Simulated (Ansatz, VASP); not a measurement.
# One calculation of MnSi4, two programs

File INCAR:

```
PREC = Accurate
ENCUT = 520
EDIFF = 1E-7
ISMEAR = 0
SIGMA = 0.1
LREAL = F
LASPH = T
NELM = 150
ALGO = Normal
ISIF = 2
LWAVE = F
LCHARG = T
ISPIN = 2
MAGMOM = 4 0 0 0 0
LORBIT = 11
LMAXMIX = 4
GGA = PE
LELF = T
LVHAR = T
NBANDS = 26
```

File KPOINTS:

```
regular mesh
0
Gamma
  6 6 4
```

POSCAR

```
MnSi4
1.0
    3.5772562200      0.0000000000      0.0000000000
   -1.7886281100      3.0979947600      0.0000000000
    0.0000000000      0.0000000000      6.4712758900
Mn Si
1 4
Direct
    0.0000000000      0.0000000000      0.5000000000
    0.5000000000      0.0000000000      0.0000000000
    0.0000000000      0.5000000000      0.0000000000
    0.5000000000      0.5000000000      0.0000000000
    0.0000000000      0.0000000000      0.0000000000
```

Input for Ansatz:

```yaml
crystal:
  lattice:
    - [3.57725622, 0.0, 0.0]
    - [-1.78862811, 3.09799476, 0.0]
    - [0.0, 0.0, 6.47127589]
  atoms:
    - { symbol: Mn, position: [0.0, 0.0, 0.5], spin: 4.0 }
    - { symbol: Si, position: [0.5, 0.0, 0.0] }
    - { symbol: Si, position: [0.0, 0.5, 0.0] }
    - { symbol: Si, position: [0.5, 0.5, 0.0] }
    - { symbol: Si, position: [0.0, 0.0, 0.0] }
basis:
  ecutwfc: 420
kpoints:
  mp_grid: { grid: [6, 6, 4] }
hamiltonian:
  xc: pbe
scf:
  occupations: { method: gaussian, width: 0.1 }
  lower_state_search: "off"
output:
  forces: true
  stress: true
  eigenvalues: true
  populations: true
magnetization:
  spin_polarized: true
```

Alike in both runs: task single point; functional PBE; k mesh 6 × 6 × 4; occupations gaussian, width 0.1 eV; collinear spin.

|  | VASP | Ansatz |
| --- | --- | --- |
| version | VASP 6.6.1 | Ansatz 0.2.0 |
| potentials or method | VASP PAW PBE potentials, release 64 (Mn_pv, Si), cutoff 520 eV | scalar-relativistic, plane waves, PAW |
| valence electrons in the cell | 29 | 31 |

Ansatz gave:

| Property | Result |
| --- | --- |
| gap on the k mesh at the Fermi level (eV) | none |
| net moment per atom (μB) | 0.90 |
| size of the moment on the site where the two differ most (μB) | 4.48 |

Q: Which values does VASP return?

A: gap on the k mesh at the Fermi level (eV): none; net moment per atom (μB): 0.90; size of the moment on the site where the two differ most (μB): 4.29.

Site moments also hang on the region over which each program counts them. A gap of «none» marks a metal or a gap that the smearing closes. VASP's potentials hold 29 valence electrons a cell and Ansatz's 31, so a difference there can come from the potentials and not from the codes.
